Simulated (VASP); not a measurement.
# B14HN14 (a cell with a defect) in VASP: a series of runs

B14HN14 (a cell with a defect) is run at these levels: PBE; tasks: single point.

All numbers are computed with VASP 6.6.1; they aren't measurements. Logs are shortened: lines on timing, memory, paths and dates and some standing lists are left out, and cuts for length are marked.

**1. The cell of the first run**

The cell holds a defect, 29 atoms: a = 6.647 Å, b = 6.647 Å, c = 8.343 Å, α = 90.00°, β = 90.00°, γ = 120.00°.

**2. Single point, PBE (with an interstitial atom, then relaxed in part)**

INCAR reads:

```
SYSTEM = B14HN14
PREC = Accurate
ENCUT = 520
EDIFF = 1E-6
ISMEAR = 0
SIGMA = 0.02
LREAL = Auto
LASPH = .TRUE.
NELM = 100
ALGO = Normal
ISIF = 2
LWAVE = .FALSE.
LCHARG = .TRUE.
GGA = PE
LELF = .TRUE.
LVHAR = .TRUE.
NBANDS = 76
NELECT = 112.0
```

KPOINTS reads:

```
Automatic mesh
0
G
  2 2 2
  0 0 0
```

POSCAR reads:

```
B14HN14
1.0
    1.2560905718     -6.5268380678      0.0000000000
   -6.2804528590      2.1756126893      0.0000000000
    0.0000000000      0.0000000000     -8.3431635353
B N H
14 14 1
Direct
    0.6106565409      0.5237580205      0.7681411901
    0.3245009994      0.6669425711      0.7681845921
    0.0384586844      0.8089200132      0.7686297595
    0.4679627527      0.0951922336      0.7686528537
    0.1816572723      0.2381055010      0.7672243747
    0.8959382169      0.3811525637      0.7680897962
    0.7527359015      0.9518200900      0.7680986226
    0.6628042192      0.3191786394      0.2316713638
    0.3855557681      0.4716017058      0.2214495304
    0.0918679535      0.6037999990      0.2316734683
    0.5206354713      0.8903973284      0.2357561940
    0.2369015589      0.0254447157      0.2218440600
    0.9394436814      0.1741479640      0.2214248938
    0.8072273612      0.7482537147      0.2316481279
    0.6163155257      0.5105609674      0.2307810626
    0.3303023090      0.6522242863      0.2325072245
    0.0450888006      0.7947106375      0.2310065095
    0.4727960256      0.0807353264      0.2327054830
    0.1873274971      0.2236681954      0.1856615148
    0.9004871970      0.3659441904      0.2307557918
    0.7588095204      0.9382622262      0.2324568190
    0.6579084025      0.3332335002      0.7684256850
    0.3721170471      0.4760273000      0.7698679600
    0.0864470484      0.6189263553      0.7683647622
    0.5150304294      0.9046450868      0.7682660965
    0.2293286163      0.0476363159      0.7712832901
    0.9436383013      0.1903258808      0.7697468105
    0.8007666953      0.7617687312      0.7683781711
    0.1876107072      0.2228361208      0.0597316595
```

Potentials or basis: VASP PAW PBE potentials, release 64 (B, N, H).

Run with:

```bash
cat potpaw_PBE.64/B/POTCAR potpaw_PBE.64/N/POTCAR potpaw_PBE.64/H/POTCAR > POTCAR
mpirun -np 1 vasp_std > vasp.out
```

OUTCAR:

```text
SYSTEM = B14HN14
   PREC = Accurate
   ENCUT = 520
   EDIFF = 1E-6
   ISMEAR = 0
   LREAL = Auto
   LASPH = .TRUE.
   NELM = 100
   ISIF = 2
   GGA = PE
   NELECT = 112.0

 ion  position               nearest neighbor table
   1  0.611  0.524  0.768-  22 1.45  28 1.45  23 1.45
   2  0.325  0.667  0.768-  25 1.45  24 1.45  23 1.45
   3  0.038  0.809  0.769-  28 1.45  24 1.45  26 1.45
   4  0.468  0.095  0.769-  25 1.45  22 1.45  26 1.45
   5  0.182  0.238  0.767-  27 1.45  23 1.45  26 1.45
   6  0.896  0.381  0.768-  24 1.45  22 1.45  27 1.45
[... 10 lines left out ...]
  17  0.045  0.795  0.231-  12 1.42  10 1.45  14 1.45
  18  0.473  0.081  0.233-  12 1.42  11 1.45   8 1.45
  19  0.187  0.224  0.186-  29 1.05   9 1.54  13 1.54  12 1.54
  20  0.900  0.366  0.231-  13 1.42   8 1.45  10 1.45
  21  0.759  0.938  0.232-  13 1.42  11 1.45  14 1.45
  22  0.658  0.333  0.768-   4 1.45   1 1.45   6 1.45
  23  0.372  0.476  0.770-   5 1.45   1 1.45   2 1.45
  24  0.086  0.619  0.768-   3 1.45   6 1.45   2 1.45
  25  0.515  0.905  0.768-   4 1.45   2 1.45   7 1.45
  26  0.229  0.048  0.771-   5 1.45   3 1.45   4 1.45
  27  0.944  0.190  0.770-   5 1.45   6 1.45   7 1.45
  28  0.801  0.762  0.768-   3 1.45   1 1.45   7 1.45
  29  0.188  0.223  0.060-  19 1.05

  LATTYP: Found a hexagonal cell.
 ALAT       =     6.6466065543
 C/A-ratio  =     1.2552516035

  Lattice vectors:

 A1 = (   1.2560905718,  -6.5268380678,   0.0000000000)
 A2 = (  -6.2804528590,   2.1756126893,   0.0000000000)
 A3 = (   0.0000000000,   0.0000000000,  -8.3431635353)

Analysis of symmetry for initial positions (statically):
=====================================================================
 Subroutine PRICEL returns:
 Original cell was already a primitive cell.

 Routine SETGRP: Setting up the symmetry group for a
 hexagonal supercell.

 Subroutine GETGRP returns: Found  1 space group operations
 (whereof  1 operations were pure point group operations)
 out of a pool of 24 trial point group operations.

The static configuration has the point symmetry C_1 .

Analysis of symmetry for dynamics (positions and initial velocities):
=====================================================================
 Subroutine PRICEL returns:
 Original cell was already a primitive cell.

 Routine SETGRP: Setting up the symmetry group for a
 hexagonal supercell.

 Subroutine GETGRP returns: Found  1 space group operations
 (whereof  1 operations were pure point group operations)
 out of a pool of 24 trial point group operations.

The dynamic configuration has the point symmetry C_1 .

 Subroutine INISYM returns: Found  1 space group operations
 (whereof  1 operations are pure point group operations),
 and found     1 'primitive' translations

----------------------------------------------------------------------------------------

                                     Primitive cell

  volume of cell :     319.1989

  direct lattice vectors                    reciprocal lattice vectors
     1.256090572 -6.526838068  0.000000000    -0.056865781 -0.164157370  0.000000000
    -6.280452859  2.175612689  0.000000000    -0.170597343 -0.032831474  0.000000000
     0.000000000  0.000000000 -8.343163535     0.000000000  0.000000000 -0.119858612

  length of vectors
     6.646606554  6.646606554  8.343163535     0.173727831  0.173727831  0.119858612

  position of ions in fractional coordinates (direct lattice)
     0.610656541  0.523758020  0.768141190
     0.324500999  0.666942571  0.768184592
     0.038458684  0.808920013  0.768629760
     0.467962753  0.095192234  0.768652854
     0.181657272  0.238105501  0.767224375
     0.895938217  0.381152564  0.768089796
[... 21 lines left out ...]
     0.800766695  0.761768731  0.768378171
     0.187610707  0.222836121  0.059731660

  ion indices of the primitive-cell ions
   primitive index   ion index
                 1           1
                 2           2
                 3           3
                 4           4
                 5           5
                 6           6
[... 21 lines left out ...]
                28          28
                29          29

----------------------------------------------------------------------------------------

 KPOINTS: Automatic mesh

Automatic generation of k-mesh.
 Grid dimensions read from file:
 generate k-points for:    2    2    2

 Generating k-lattice:

  Cartesian coordinates                     Fractional coordinates (reciprocal lattice)
    -0.028432891 -0.082078685  0.000000000     0.500000000  0.000000000  0.000000000
    -0.085298672 -0.016415737  0.000000000     0.000000000  0.500000000  0.000000000
     0.000000000  0.000000000 -0.059929306     0.000000000  0.000000000  0.500000000

  Length of vectors
     0.086863915  0.086863915  0.059929306

  Shift w.r.t. Gamma in fractional coordinates (k-lattice)
     0.000000000  0.000000000  0.000000000

 Subroutine IBZKPT returns following result:
 ===========================================

 Found      8 irreducible k-points:

 Following reciprocal coordinates:
            Coordinates               Weight
  0.000000  0.000000  0.000000      1.000000
  0.500000  0.000000  0.000000      1.000000
  0.000000  0.500000  0.000000      1.000000
  0.500000  0.500000  0.000000      1.000000
  0.000000  0.000000  0.500000      1.000000
  0.500000  0.000000  0.500000      1.000000
  0.000000  0.500000  0.500000      1.000000
  0.500000  0.500000  0.500000      1.000000
   k-points           NKPTS =      8   k-points in BZ     NKDIM =      8   number of bands    NBANDS=     76
   number of dos      NEDOS =    301   number of ions     NIONS =     29
   total plane-waves  NPLWV = 160000
   dimension x,y,z NGX =    50 NGY =   50 NGZ =   64
   dimension x,y,z NGXF=   100 NGYF=  100 NGZF=  128
   ions per type =              14  14   1
   NGX,Y,Z   is equivalent  to a cutoff of  12.51, 12.51, 12.75 a.u.
   NGXF,Y,Z  is equivalent  to a cutoff of  25.01, 25.01, 25.51 a.u.
 SYSTEM =  B14HN14
   PREC   = accura    normal or accurate (medium, high low for compatibility)
   ISTART =      0    job   : 0-new  1-cont  2-samecut
   ICHARG =      2    charge: 1-file 2-atom 10-const
   ISPIN  =      1    spin polarized calculation?
   LNONCOLLINEAR =      F non collinear calculations
   LSORBIT =      F    spin-orbit coupling
   LASPH  =      T    aspherical Exc in radial PAW
   ENCUT  =  520.0 eV  38.22 Ry    6.18 a.u.  12.36 12.36 15.51*2*pi/ulx,y,z
   NELM   =    100;   NELMIN=  2; NELMDL= -5     # of ELM steps
   EDIFF  = 0.1E-05   stopping-criterion for ELM
   LREAL  =      T    real-space projection
   EDIFFG = 0.1E-04   stopping-criterion for IOM
   NSW    =      0    number of steps for IOM
   IBRION =     -1    ionic relax: 0-MD 1-quasi-New 2-CG
   NFREE  =      0    steps in history (QN), initial steepest desc. (CG)
   ISIF   =      2    stress and relaxation
   ISYM   =      2    0-nonsym 1-usesym 2-fastsym
   POTIM  = 0.5000    time-step for ionic-motion
   TEBEG  =    0.0;   TEEND  =   0.0 temperature during run
   PSTRESS=    0.0 pullay stress
   NELECT =     112.0000    total number of electrons
   NUPDOWN=      -1.0000    fix difference up-down
   EMIN   =  10.00;   EMAX   =-10.00  energy-range for DOS
   EFERMI =   0.00;   METHOD = LEGACY
   ISMEAR =     0;   SIGMA  =   0.02  broadening in eV -4-tet -1-fermi 0-gaus
   EFERMI_NEDOS =   21; number of points for ismear=-14 and -15
   IALGO  =     38    algorithm
   IMIX   =      4    mixing-type and parameters
     AMIX     =   0.40;   BMIX     =  1.00
     AMIX_MAG =   1.60;   BMIX_MAG =  1.00
  volume/ion in A,a.u.               =      11.01        74.28
  Fermi-wavevector in a.u.,A,eV,Ry     =   1.154677  2.182023 18.140352  1.333278
  Thomas-Fermi vector in A             =   2.291311
   LORBIT       =      0    0 simple, 1 ext, 2 COOP (PROOUT), +10 PAW based schemes
   GGA     = PE    functional components
   LHFCALC =     F    Hartree Fock is set to
   AEXX    =    0.0000 exact exchange contribution
   IVDW    =     0    specifies the selected vdW correction
   LEPSILON=     F    determine dielectric tensor
   LRPA    =     F    only Hartree local field effects (RPA)
 non-spin polarized calculation
 Gauss-broadening in eV      SIGMA  =   0.02
  energy-cutoff  :      520.00
  volume of cell :      319.20
 maximum number of plane-waves:      8635
 NGX is ok and might be reduce to    50
   NGX = 25   NGY = 25   NGZ = 31

 number of electron     112.0000006 magnetization

 Free energy of the ion-electron system (eV)
  ---------------------------------------------------
  ext. energy  EPLUGINS =         0.00000000
  ---------------------------------------------------
  free energy    TOTEN  =      -250.92711586 eV

  energy without entropy =     -250.92711586  energy(sigma->0) =     -250.92711586

 E-fermi :   1.1455     XC(G=0):  -8.5664

 val. band max:        0.9872922414   @ k =   0.5000   0.0000   0.0000
 cond. band min:       4.1410414973   @ k =   0.0000   0.0000   0.0000
 fundamental gap:      3.1537492559
 Fermi energy:         1.1455353847

 k-point     1 :       0.0000    0.0000    0.0000
  band No.  band energies     occupation
      1     -18.2200      2.00000
      2     -16.6569      2.00000
      3     -16.1654      2.00000
      4     -15.4522      2.00000
      5     -15.4514      2.00000
      6     -15.4048      2.00000
[... 60 lines left out ...]
     67       7.8677      0.00000
     68       7.8740      0.00000

 k-point     2 :       0.5000    0.0000    0.0000
  band No.  band energies     occupation
      1     -17.9406      2.00000
      2     -17.1058      2.00000
      3     -16.3393      2.00000
      4     -15.9391      2.00000
      5     -15.5155      2.00000
      6     -15.4776      2.00000
[... 415 lines left out ...]
     67       7.3565      0.00000
     68       7.6109      0.00000

 k-point     8 :       0.5000    0.5000    0.5000
  band No.  band energies     occupation
      1     -17.9405      2.00000
      2     -17.1059      2.00000
      3     -16.3386      2.00000
      4     -15.9390      2.00000
      5     -15.5151      2.00000
      6     -15.4786      2.00000
[... 60 lines left out ...]
     67       7.3561      0.00000
     68       7.6106      0.00000
 [bands above 68 left out]

------------------------ aborting loop because EDIFF is reached ----------------------------------------

  FORCE on cell =-STRESS in cart. coord.  units (eV):
  Direction    XX          YY          ZZ          XY          YZ          ZX
  --------------------------------------------------------------------------------------
  -------------------------------------------------------------------------------------
  Total       -3.2412624     -3.2390317     -7.5910778      0.0005594      0.0105636     -0.0178361
  in kB      -16.2690968    -16.2579002    -38.1024319      0.0028079      0.0530228     -0.0895258
  external PRESSURE =     -23.5431430 kB  Pullay stress =       0.0000000 kB

 VOLUME and BASIS-vectors are now :
 -----------------------------------------------------------------------------
  energy-cutoff  :      520.00
  volume of cell :      319.20
      direct lattice vectors                 reciprocal lattice vectors
     1.256090572 -6.526838068  0.000000000    -0.056865781 -0.164157370  0.000000000
    -6.280452859  2.175612689  0.000000000    -0.170597343 -0.032831474  0.000000000
     0.000000000  0.000000000 -8.343163535     0.000000000  0.000000000 -0.119858612

 POSITION                                       TOTAL-FORCE (eV/Angst)
 -----------------------------------------------------------------------------------
     -2.52240     -2.84616     -6.40873        -0.001678     -0.002311      0.002457
     -3.78110     -0.66696     -6.40909        -0.001050      0.001909      0.002856
     -5.03208      1.50888     -6.41280         0.000815      0.000070      0.003003
     -0.01005     -2.84722     -6.41300        -0.000489      0.001384      0.005228
     -1.26723     -0.66762     -6.40108         0.001887     -0.000392      0.003479
     -1.26843     -5.01840     -6.40830        -0.001559      0.001317      0.002679
[... 21 lines left out ...]
     -3.77842     -3.56916     -6.41070         0.001170      0.002123     -0.003198
     -1.16386     -0.73970     -0.49835         0.000216      0.000149      0.014390
 -----------------------------------------------------------------------------------
    total drift:                               -0.000772     -0.000115      0.005683

  FREE ENERGIE OF THE ION-ELECTRON SYSTEM (eV)
  ---------------------------------------------------
  free  energy   TOTEN  =      -250.9271158578 eV

  energy  without entropy=     -250.9271158578  energy(sigma->0) =     -250.92711586
```

Run time: 3.4 min. Hardware: 1 thread of Intel Xeon 6975P-C (Granite Rapids), shared host; peak memory 0.44 GiB.

What came out:

- Free energy: -250.9271 eV
- Largest force: 0.015 eV/Å

Forces in eV/Å, atoms in the order of the input:
```
B   -0.002 -0.002  0.002
B   -0.001  0.002  0.003
B    0.001  0.000  0.003
B    0.000  0.001  0.005
B    0.002  0.000  0.003
B   -0.002  0.001  0.003
B    0.001  0.001  0.004
B   -0.003  0.005 -0.006
B    0.005  0.001 -0.014
B    0.003 -0.001 -0.005
B   -0.002  0.001 -0.008
B   -0.004  0.002 -0.013
B    0.000 -0.005 -0.014
B    0.001 -0.004 -0.007
N   -0.002 -0.004  0.006
N   -0.003  0.000  0.006
N    0.004  0.000  0.005
N    0.002 -0.002  0.005
N    0.001  0.000  0.007
N   -0.002  0.001  0.005
N    0.001  0.002  0.006
N    0.000 -0.002 -0.003
N   -0.002  0.000  0.001
N    0.000  0.000 -0.003
N    0.001 -0.001 -0.003
N    0.000 -0.001  0.001
N    0.000  0.001  0.000
N    0.001  0.002 -0.003
H    0.000  0.000  0.014
```

Levels at points of the mesh, in eV from the Fermi level:
```
           k point  band 52  band 53  band 54  band 55  band 56  band 57  band 58  band 59  band 60  band 61
(0.00, 0.00, 0.00)    -1.59    -1.59    -1.58    -1.04    -1.04     3.00     4.02     5.05     5.05     5.36
(0.50, 0.00, 0.00)    -1.97    -1.64    -0.64    -0.22    -0.16     3.14     3.53     3.70     4.43     4.98
(0.00, 0.50, 0.00)    -1.97    -1.64    -0.65    -0.22    -0.16     3.15     3.55     3.70     4.42     4.97
(0.50, 0.50, 0.00)    -1.97    -1.64    -0.64    -0.22    -0.16     3.14     3.53     3.71     4.41     4.99
(0.00, 0.00, 0.50)    -1.62    -1.62    -1.61    -1.04    -1.04     3.09     4.94     5.02     5.02     5.27
(0.50, 0.00, 0.50)    -1.96    -1.63    -0.65    -0.22    -0.16     3.17     3.54     3.70     4.64     5.02
(0.00, 0.50, 0.50)    -1.96    -1.63    -0.65    -0.22    -0.16     3.17     3.54     3.70     4.61     5.03
(0.50, 0.50, 0.50)    -1.96    -1.63    -0.65    -0.22    -0.16     3.17     3.54     3.70     4.61     5.02
```

Caveat: the k points lie up to 0.55 Å⁻¹ apart; the cell carries a net charge on a neutralising background, which shifts energy and pressure; the cell differs from its parent crystal (with an interstitial atom, then relaxed in part); the cell is charged against a uniform background, so pressure and absolute levels hang on convention.

**3. Single point, PBE**

INCAR reads:

```
  PREC = Accurate
  ENCUT = 520
  EDIFF = 1E-7
  ISMEAR = 0
  SIGMA = 0.02
  LREAL = Auto
  LASPH = True
  NELM = 100
  ALGO = Normal
  ISIF = 2
  LWAVE = False
  LCHARG = False
  GGA = PE
  NELECT = 112.0
  NBANDS = 76
```

KPOINTS reads:

```
regular mesh
0
Gamma
  2 2 2
```

POSCAR reads:

```
B14HN14
1.0
    1.2560905718     -6.5268380678      0.0000000000
   -6.2804528590      2.1756126893      0.0000000000
    0.0000000000      0.0000000000     -8.3431635353
B N H
14 14 1
Direct
    0.6189658750      0.5263542732      0.7666509200
    0.3328103291      0.6695388073      0.7666943088
    0.0467681624      0.8115163289      0.7671394637
    0.4762720950      0.0977884719      0.7671625964
    0.1899667043      0.2407018125      0.7657341215
    0.9042476527      0.3837489119      0.7665995006
    0.7610452775      0.9544163347      0.7666083702
    0.6711135825      0.3217749562      0.2301810329
    0.3938651782      0.4741980242      0.2199592507
    0.1001773422      0.6063962107      0.2301831903
    0.5289448458      0.8929936678      0.2342659342
    0.2452109806      0.0280410035      0.2203538253
    0.9477530923      0.1767442171      0.2199345599
    0.8155368288      0.7508500147      0.2301579002
    0.6246248485      0.5131571649      0.2292907231
    0.3386117479      0.6548206182      0.2310169268
    0.0533981678      0.7973069853      0.2295161772
    0.4811054276      0.0833315691      0.2312151730
    0.1956368342      0.2262645091      0.1841712671
    0.9087966011      0.3685404372      0.2292655528
    0.7671188963      0.9408585568      0.2309665862
    0.6662177608      0.3358297396      0.7669353445
    0.3804264144      0.4786236120      0.7683777230
    0.0947563764      0.6215226320      0.7668744563
    0.5233397255      0.9072412807      0.7667758127
    0.2376380110      0.0502326619      0.7697930135
    0.9519477677      0.1929221735      0.7682565460
    0.8090760477      0.7643650710      0.7668878805
    0.1959200613      0.2254323651      0.0582413371
```

Potentials or basis: VASP PAW PBE potentials, release 64 (B, N, H).

Run with:

```bash
cat potpaw_PBE.64/B/POTCAR potpaw_PBE.64/N/POTCAR potpaw_PBE.64/H/POTCAR > POTCAR
mpirun -np 1 vasp_std > vasp.out
```

It took 3.5 min on 1 thread of Intel Xeon 6975P-C (Granite Rapids), shared host; peak memory 0.44 GiB.

It converged, with:

| Property | Result |
| --- | --- |
| Free energy | -250.9271 eV |
| Largest force | 0.016 eV/Å |

Forces on the atoms (eV/Å):
```
B    0.000 -0.003  0.002
B   -0.001  0.000  0.002
B   -0.001  0.001  0.004
B   -0.001  0.001  0.004
B    0.002  0.002  0.004
B    0.000  0.002  0.003
B    0.001 -0.001  0.004
B   -0.003  0.003 -0.006
B    0.005  0.001 -0.015
B    0.006  0.000 -0.004
B   -0.003  0.001 -0.007
B   -0.004  0.002 -0.013
B    0.002 -0.004 -0.015
B    0.000 -0.003 -0.007
N   -0.001 -0.003  0.006
N   -0.003  0.000  0.006
N    0.003  0.000  0.005
N    0.002 -0.002  0.005
N    0.000  0.000  0.008
N   -0.002  0.001  0.005
N    0.001  0.002  0.006
N   -0.001 -0.002 -0.003
N   -0.002  0.000  0.001
N    0.000  0.000 -0.003
N    0.001 -0.001 -0.003
N    0.000 -0.001  0.000
N   -0.001  0.001  0.000
N    0.001  0.002 -0.003
H    0.000  0.000  0.014
```

Levels at points of the mesh, in eV from the Fermi level:
```csv
k point,band 54,band 55,band 56,band 57,band 58,band 59
"(0.00, 0.00, 0.00)",-1.57,-1.03,-1.03,3.00,4.02,5.06
"(0.50, 0.00, 0.00)",-0.64,-0.21,-0.15,3.15,3.54,3.71
"(0.00, 0.50, 0.00)",-0.64,-0.21,-0.15,3.15,3.55,3.71
"(0.50, 0.50, 0.00)",-0.64,-0.22,-0.16,3.15,3.54,3.72
"(0.00, 0.00, 0.50)",-1.60,-1.03,-1.03,3.10,4.94,5.03
"(0.50, 0.00, 0.50)",-0.65,-0.22,-0.16,3.17,3.54,3.70
"(0.00, 0.50, 0.50)",-0.65,-0.21,-0.16,3.18,3.55,3.70
"(0.50, 0.50, 0.50)",-0.65,-0.22,-0.16,3.18,3.54,3.71
```

Caveat: the k points lie up to 0.55 Å⁻¹ apart; the cell carries a net charge on a neutralising background, which shifts energy and pressure; the cell is charged against a uniform background, so pressure and absolute levels hang on convention.
